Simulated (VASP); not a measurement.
Here is a VASP 6.6.1 calculation.

Contents of INCAR:

```
PREC = Accurate
ENCUT = 520
EDIFF = 1E-6
ISMEAR = 0
SIGMA = 0.05
LREAL = F
LASPH = T
NELM = 150
ALGO = Normal
ISIF = 2
LWAVE = F
LCHARG = F
MAGMOM = 0 0 7 0 0 0
LORBIT = 11
LSORBIT = T
GGA_COMPAT = F
LORBMOM = T
LMAXMIX = 6
GGA = PE
IVDW = 12
NBANDS = 35
```

KPOINTS

```
regular mesh
0
Gamma
  12 12 12
```

The input POSCAR:

```
GdN
1.0
    0.0000000000      2.4907467938      2.4907467938
    2.4907467938      0.0000000000      2.4907467938
    2.4907467938      2.4907467938      0.0000000000
Gd N
1 1
Direct
    0.5000000000      0.5000000000      0.5000000000
    0.0000000000      0.0000000000      0.0000000000
```

Potentials or basis: VASP PAW PBE potentials, release 64 (Gd, N).

Run with:

```console
$ cat potpaw_PBE.64/Gd/POTCAR potpaw_PBE.64/N/POTCAR > POTCAR
$ mpirun -np 1 vasp_ncl > vasp.out
```

Q: What does it give for the dispersion energy per atom?

A: -0.382 eV.

Q: Predict the pressure.

A: -3.8 GPa.

Q: Estimate the net moment.

A: 6.96 μB per cell.

Moments on the atoms (μB; x, y, z):
```
Gd   0.00  0.00  6.76
N    0.00  0.00 -0.09
```

Caveat: the cell stands under tension; a cell with one magnetic atom can't hold antiferromagnetic order, which such compounds often take. The state reached can hang on the start; a lower one may exist.
